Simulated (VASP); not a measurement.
# Sn (P-1) in VASP: relaxation of the atoms with PBEsol

Aim: the relaxation of the atoms of Sn with PBEsol.

Program: VASP 6.6.1. These are calculated values, not measurements. Logs are shortened: lines on timing, memory, paths and dates and some standing lists are left out, and cuts for length are marked.

**1. The cell of the first run**

The typed cell holds 2 atoms: a = 4.647 Å, b = 4.580 Å, c = 4.695 Å, α = 62.44°, β = 59.51°, γ = 56.86°.

**2. Relaxation of the atoms, PBEsol**

Input file INCAR:

```
PREC = Accurate ; ENCUT = 520
EDIFF = 1E-6 ; ISMEAR = 0
SIGMA = 0.15 ; LREAL = False
LASPH = True ; NELM = 80
ALGO = Fast ; ISIF = 2
LWAVE = False ; LCHARG = False
GGA = PS ; IBRION = 2
NSW = 100 ; EDIFFG = -0.01
KPAR = 4
```

Input file KPOINTS:

```
Automatic mesh
0
Gamma
  10 10 10
```

Input file POSCAR:

```
Sn
1.0
    0.0876039628      3.2417115343      3.3280829434
    3.1053023067      0.0498829364      3.3658039698
    3.2310483523      3.4051786063     -0.0758631091
Sn
2
Direct
    0.5032964869      0.4620039549      0.4879919448
    0.7467035131      0.7879960451      0.7620080552
```

Potentials or basis: VASP PAW PBE potentials, release 64 (Sn_d).

The run is started by

```sh
> cat potpaw_PBE.64/Sn_d/POTCAR > POTCAR
> mpirun -np 4 vasp_std > vasp.out
```

OUTCAR:

```text
PREC = Accurate
   ENCUT = 520
   EDIFF = 1E-6
   ISMEAR = 0
   LREAL = False
   LASPH = True
   NELM = 80
   ISIF = 2
   GGA = PS
   IBRION = 2
   NSW = 100
   EDIFFG = -0.01

 ion  position               nearest neighbor table
   1  0.503  0.462  0.488-   2 2.54   2 2.77   2 2.89   2 3.20
   2  0.747  0.788  0.762-   1 2.54   1 2.77   1 2.89   1 3.20

  Warning from LATTYP: Got some problem with cell dimensions!
  Tried to take original basis but could not verify dimensions!
  LATTYP: Found a triclinic cell.
 ALAT       =     4.5797409410
 B/A-ratio  =     2.4416300300
 C/A-ratio  =     2.6981165214
 COS(alpha) =     0.0088511744
 COS(beta)  =     0.5870033676
 COS(gamma) =     0.8072271890

  Lattice vectors:

 A1 = (  -3.1053023067,  -0.0498829364,  -3.3658039698)
 A2 = (  -5.9972546050,   6.4972413314,  -6.8451920751)
 A3 = (  -3.4062562779,  -9.8886016749,  -6.5803027777)

Analysis of symmetry for initial positions (statically):
=====================================================================
 Subroutine PRICEL returns:
 Original cell was already a primitive cell.

 Routine SETGRP: Setting up the symmetry group for a
 triclinic supercell.

 Subroutine GETGRP returns: Found  2 space group operations
 (whereof  1 operations were pure point group operations)
 out of a pool of  2 trial point group operations.

The static configuration has the point symmetry C_1 .
 The point group associated with its full space group is S_2 .

Analysis of symmetry for dynamics (positions and initial velocities):
=====================================================================
 Subroutine PRICEL returns:
 Original cell was already a primitive cell.

 Routine SETGRP: Setting up the symmetry group for a
 triclinic supercell.

 Subroutine GETGRP returns: Found  2 space group operations
 (whereof  1 operations were pure point group operations)
 out of a pool of  2 trial point group operations.

The dynamic configuration has the point symmetry C_1 .
 The point group associated with its full space group is S_2 .

 Subroutine INISYM returns: Found  2 space group operations
 (whereof  1 operations are pure point group operations),
 and found     1 'primitive' translations

----------------------------------------------------------------------------------------

                                     Primitive cell

  volume of cell :      69.6683

  direct lattice vectors                    reciprocal lattice vectors
     0.087603963  3.241711534  3.328082943    -0.164564847  0.159479394  0.149464527
     3.105302307  0.049882936  3.365803970     0.166196798 -0.154443953  0.146061037
     3.231048352  3.405178606 -0.075863109     0.154230200  0.144109306 -0.144429086

  length of vectors
     4.646773526  4.579740941  4.694749195     0.273596255  0.269829829  0.255762014

  position of ions in fractional coordinates (direct lattice)
     0.503296487  0.462003955  0.487991945
     0.746703513  0.787996045  0.762008055

  ion indices of the primitive-cell ions
   primitive index   ion index
                 1           1
                 2           2

----------------------------------------------------------------------------------------

 KPOINTS: Automatic mesh

Automatic generation of k-mesh.
 Grid dimensions read from file:
 generate k-points for:   10   10   10

 Generating k-lattice:

  Cartesian coordinates                     Fractional coordinates (reciprocal lattice)
    -0.016456485  0.015947939  0.014946453     0.100000000  0.000000000  0.000000000
     0.016619680 -0.015444395  0.014606104     0.000000000  0.100000000 -0.000000000
     0.015423020  0.014410931 -0.014442909     0.000000000  0.000000000  0.100000000

  Length of vectors
     0.027359625  0.026982983  0.025576201

  Shift w.r.t. Gamma in fractional coordinates (k-lattice)
     0.000000000  0.000000000  0.000000000

 Subroutine IBZKPT returns following result:
 ===========================================

 Found    504 irreducible k-points:

 Following reciprocal coordinates:
            Coordinates               Weight
  0.000000  0.000000  0.000000      1.000000
  0.100000 -0.000000 -0.000000      2.000000
  0.200000 -0.000000 -0.000000      2.000000
  0.300000 -0.000000 -0.000000      2.000000
  0.400000 -0.000000 -0.000000      2.000000
  0.500000 -0.000000 -0.000000      1.000000
[... 16 lines left out ...]
 -0.400000  0.200000  0.000000      2.000000
 -0.300000  0.200000  0.000000      2.000000
 [... further k-points ...]
   k-points           NKPTS =    504   k-points in BZ     NKDIM =    504   number of bands    NBANDS=     18
   number of dos      NEDOS =    301   number of ions     NIONS =      2
   total plane-waves  NPLWV =  46656
   dimension x,y,z NGX =    36 NGY =   36 NGZ =   36
   dimension x,y,z NGXF=    72 NGYF=   72 NGZF=   72
   ions per type =               2
   NGX,Y,Z   is equivalent  to a cutoff of  12.88, 13.07, 12.75 a.u.
   NGXF,Y,Z  is equivalent  to a cutoff of  25.76, 26.14, 25.50 a.u.
 SYSTEM =  unknown system
   PREC   = accura    normal or accurate (medium, high low for compatibility)
   ISTART =      0    job   : 0-new  1-cont  2-samecut
   ICHARG =      2    charge: 1-file 2-atom 10-const
   ISPIN  =      1    spin polarized calculation?
   LNONCOLLINEAR =      F non collinear calculations
   LSORBIT =      F    spin-orbit coupling
   LASPH  =      T    aspherical Exc in radial PAW
   ENCUT  =  520.0 eV  38.22 Ry    6.18 a.u.   8.64  8.52  8.73*2*pi/ulx,y,z
   NELM   =     80;   NELMIN=  2; NELMDL= -5     # of ELM steps
   EDIFF  = 0.1E-05   stopping-criterion for ELM
   LREAL  =      F    real-space projection
   EDIFFG = -.1E-01   stopping-criterion for IOM
   NSW    =    100    number of steps for IOM
   IBRION =      2    ionic relax: 0-MD 1-quasi-New 2-CG
   NFREE  =      1    steps in history (QN), initial steepest desc. (CG)
   ISIF   =      2    stress and relaxation
   ISYM   =      2    0-nonsym 1-usesym 2-fastsym
   POTIM  = 0.5000    time-step for ionic-motion
   TEBEG  =    0.0;   TEEND  =   0.0 temperature during run
   PSTRESS=    0.0 pullay stress
   NELECT =      28.0000    total number of electrons
   NUPDOWN=      -1.0000    fix difference up-down
   EMIN   =  10.00;   EMAX   =-10.00  energy-range for DOS
   EFERMI =   0.00;   METHOD = LEGACY
   ISMEAR =     0;   SIGMA  =   0.15  broadening in eV -4-tet -1-fermi 0-gaus
   EFERMI_NEDOS =   21; number of points for ismear=-14 and -15
   IALGO  =     68    algorithm
   IMIX   =      4    mixing-type and parameters
     AMIX     =   0.40;   BMIX     =  1.00
     AMIX_MAG =   1.60;   BMIX_MAG =  1.00
  volume/ion in A,a.u.               =      34.83       235.07
  Fermi-wavevector in a.u.,A,eV,Ry     =   1.208136  2.283046 19.858964  1.459593
  Thomas-Fermi vector in A             =   2.343753
   LORBIT       =      0    0 simple, 1 ext, 2 COOP (PROOUT), +10 PAW based schemes
   GGA     = PS    functional components
   LHFCALC =     F    Hartree Fock is set to
   AEXX    =    0.0000 exact exchange contribution
   IVDW    =     0    specifies the selected vdW correction
   LEPSILON=     F    determine dielectric tensor
   LRPA    =     F    only Hartree local field effects (RPA)
 conjugate gradient relaxation of ions
 non-spin polarized calculation
 RMM-DIIS sequential band-by-band and
 Gauss-broadening in eV      SIGMA  =   0.15
  energy-cutoff  :      520.00
  volume of cell :       69.67
 maximum number of plane-waves:      1900
   NGX = 17   NGY = 17   NGZ = 17

--------------------------------------- Ionic step        1  -------------------------------------------

 number of electron      28.0000001 magnetization

 Free energy of the ion-electron system (eV)
  ---------------------------------------------------
  ext. energy  EPLUGINS =         0.00000000
  ---------------------------------------------------
  free energy    TOTEN  =        -7.85915473 eV

  energy without entropy =       -7.85400604  energy(sigma->0) =       -7.85658039

------------------------ aborting loop because EDIFF is reached ----------------------------------------

  FORCE on cell =-STRESS in cart. coord.  units (eV):
  Direction    XX          YY          ZZ          XY          YZ          ZX
  --------------------------------------------------------------------------------------
  -------------------------------------------------------------------------------------
  Total        0.9163488      1.8712369      0.6766838     -3.1615517     -2.2273652      0.8353383
  in kB       21.0734858     43.0332698     15.5618541    -72.7069386    -51.2232336     19.2104693
  external PRESSURE =      26.5562033 kB  Pullay stress =       0.0000000 kB
[... 89 lines left out ...]
  FREE ENERGIE OF THE ION-ELECTRON SYSTEM (eV)
  ---------------------------------------------------
  free  energy   TOTEN  =        -8.2814118867 eV

  energy  without entropy=       -8.2787294790  energy(sigma->0) =       -8.28007068

[... ionic steps 4 to 7 ...]

--------------------------------------- Ionic step        8  -------------------------------------------

 number of electron      27.9999996 magnetization

------------------------ aborting loop because EDIFF is reached ----------------------------------------

  FORCE on cell =-STRESS in cart. coord.  units (eV):
  Direction    XX          YY          ZZ          XY          YZ          ZX
  --------------------------------------------------------------------------------------
  -------------------------------------------------------------------------------------
  Total        0.5340086     -0.0188777     -0.4172761     -0.8084477      0.3750139      0.0941371
  in kB       12.2807200     -0.4341339     -9.5961956    -18.5920586      8.6242815      2.1648937
  external PRESSURE =       0.7501302 kB  Pullay stress =       0.0000000 kB
[... 57 lines left out ...]
  energy  without entropy=       -8.4099260079  energy(sigma->0) =       -8.41092203

--------------------------------------- Ionic step       10  -------------------------------------------

 number of electron      27.9999997 magnetization

 Free energy of the ion-electron system (eV)
  ---------------------------------------------------
  ext. energy  EPLUGINS =         0.00000000
  ---------------------------------------------------
  free energy    TOTEN  =        -8.41211846 eV

  energy without entropy =       -8.41013656  energy(sigma->0) =       -8.41112751

 E-fermi :   5.3090     XC(G=0):  -8.9919

 val. band max:        5.2762687687   @ k =   0.0000   0.0000   0.0000
 cond. band min:       5.3193268291   @ k =  -0.0000   0.0000   0.2000
 fundamental gap:      0.0430580604
 Fermi energy:         5.3089941846

 k-point     1 :       0.0000    0.0000    0.0000
  band No.  band energies     occupation
      1     -16.3079      2.00000
      2     -16.2726      2.00000
      3     -16.2327      2.00000
      4     -16.2186      2.00000
      5     -16.2084      2.00000
      6     -15.9681      2.00000
[... 10 lines left out ...]
     17       7.5902      0.00000
     18       7.7445      0.00000
[... 466 lines left out ...]
      2     -16.2955      2.00000
      3     -16.2187      2.00000
      4     -16.1310      2.00000
      5     -16.1160      2.00000
      6     -16.0426      2.00000
[... 10 lines left out ...]
     17       9.1840      0.00000
     18       9.8438      0.00000

 [... further k-points ...]

------------------------ aborting loop because EDIFF is reached ----------------------------------------

  FORCE on cell =-STRESS in cart. coord.  units (eV):
  Direction    XX          YY          ZZ          XY          YZ          ZX
  --------------------------------------------------------------------------------------
  -------------------------------------------------------------------------------------
  Total        0.5402628     -0.0137187     -0.4150722     -0.7720261      0.3828935      0.1331717
  in kB       12.4245489     -0.3154915     -9.5455126    -17.7544638      8.8054898      3.0625812
  external PRESSURE =       0.8545149 kB  Pullay stress =       0.0000000 kB
[... 17 lines left out ...]
  FREE ENERGIE OF THE ION-ELECTRON SYSTEM (eV)
  ---------------------------------------------------
  free  energy   TOTEN  =        -8.4121184586 eV

  energy  without entropy=       -8.4101365599  energy(sigma->0) =       -8.41112751

 reached required accuracy - stopping structural energy minimisation
```

Wall time 12 min (4 MPI ranks of Intel Xeon 6975P-C (Granite Rapids), shared host); peak memory 0.61 GiB.

Results:

```
Free energy                  : -8.4121 eV
Energy gained by relaxing    : 276.5 meV/atom
Ionic steps                  : 10
Pressure after relaxing      : 0.1 GPa
Largest force after relaxing : 0.010 eV/Å
Band gap on the k mesh       : zero (bands 14 and 15 overlap by 0.88 eV)
```

Forces on the atoms (eV/Å):
```
Sn   0.000  0.009 -0.002
Sn   0.000 -0.009  0.002
```

Step by step:
```csv
step,energy change (eV),largest force (eV/Å),pressure (GPa)
1,0.0000,2.9062,2.66
2,-0.4143,1.1741,0.64
3,-0.4223,1.2480,0.59
4,-0.5312,0.5577,0.14
5,-0.5436,0.3527,0.14
6,-0.5522,0.0975,0.08
7,-0.5527,0.0568,0.12
8,-0.5528,0.0554,0.08
9,-0.5528,0.0559,0.07
10,-0.5530,0.0096,0.09
```

Final structure:
```xyz
2
Lattice="0.0876 3.2417 3.3281 3.1053 0.0499 3.3658 3.2310 3.4052 -0.0759" Properties=species:S:1:pos:R:3 pbc="T T T"
Sn    3.1926    3.3423    3.3464
Sn    4.8373    5.0286    4.9261
```

Levels at points of the mesh, in eV from the Fermi level:
```
           k point  band 11  band 12  band 13  band 14  band 15  band 16  band 17  band 18
(0.00, 0.00, 0.00)   -10.51    -1.00    -0.31    -0.03     0.54     1.89     2.28     2.44
(0.50, 0.00, 0.00)    -8.76    -6.19    -1.51    -1.05    -0.56     2.86     3.26     5.35
(0.00, 0.50, 0.00)    -8.84    -6.21    -1.29    -1.06    -0.33     2.96     3.22     5.42
(0.50, 0.50, 0.00)    -7.68    -7.53    -2.54    -1.86     0.53     1.45     7.20     7.41
(0.00, 0.00, 0.50)    -9.10    -6.36    -1.18    -0.54     0.28     3.28     3.58     5.81
(0.50, 0.00, 0.50)    -7.51    -7.48    -2.40    -2.30     0.74     0.88     7.04     7.16
(0.00, 0.50, 0.50)    -7.38    -7.25    -2.79    -2.49     0.28     0.71     7.31     7.47
(0.50, 0.50, 0.50)    -8.95    -6.30    -1.45    -0.66    -0.17     3.12     3.55     5.68
```

Caveat: the PAW data sets were made with another functional, which shifts forces and pressure a little; spin-orbit coupling is left out, which moves the levels of the heavy elements.

The gap in the log of VASP goes by the Fermi energy; the results here count the filled bands.